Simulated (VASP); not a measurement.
Runs of VASP 6.6.1 on CuF. The structure is that of space group Pm-3m (No. 221), or close to it. The cells are those of the table. 

```csv
level,cell,k mesh,gap on the mesh (eV),pressure (GPa)
PBE,"a = 2.794 Å, 2 atoms",8 × 8 × 8,none,-0.2
PBE,"a = 2.848 Å, 2 atoms",8 × 8 × 8,none,-4.9
r2SCAN,"a = 2.738 Å, 2 atoms",8 × 8 × 8,none,-0.2
r2SCAN,"a = 2.711 Å, 2 atoms",8 × 8 × 8,none,3.8
PBE,"a = 2.737 Å, 2 atoms",8 × 8 × 8,none,6.7
r2SCAN,"a = 2.792 Å, 2 atoms",8 × 8 × 8,none,(a)
PBE,"a = 2.738 Å, 2 atoms",10 × 10 × 10,none,(b)
r2SCAN,"a = 2.766 Å, 2 atoms",8 × 8 × 8,none,-3.2
PBE,"a = 2.765 Å, 2 atoms",8 × 8 × 8,none,3.0
r2SCAN,"a = 2.683 Å, 2 atoms",8 × 8 × 8,none,8.4
r2SCAN,"a = 2.738 Å, 2 atoms",10 × 10 × 10,none,-0.1
PBE,"a = 2.821 Å, 2 atoms",8 × 8 × 8,none,-2.8
```

Alike in all rows: task single point; potentials or basis VASP PAW PBE potentials, release 64 (Cu, F); no spin polarisation; cutoff (eV) 520; smearing fermi-dirac 0.02 eV.

Q: Estimate the missing entries.

A: (a) -5.9; (b) 6.5.

Caveats: semilocal functionals often make such compounds metallic where correlation or magnetic order opens a gap, which also shifts bond lengths; the PAW data sets were made with another functional, which shifts forces and pressure a little (some runs).

A gap of «none» marks levels without a gap at the run's occupations.
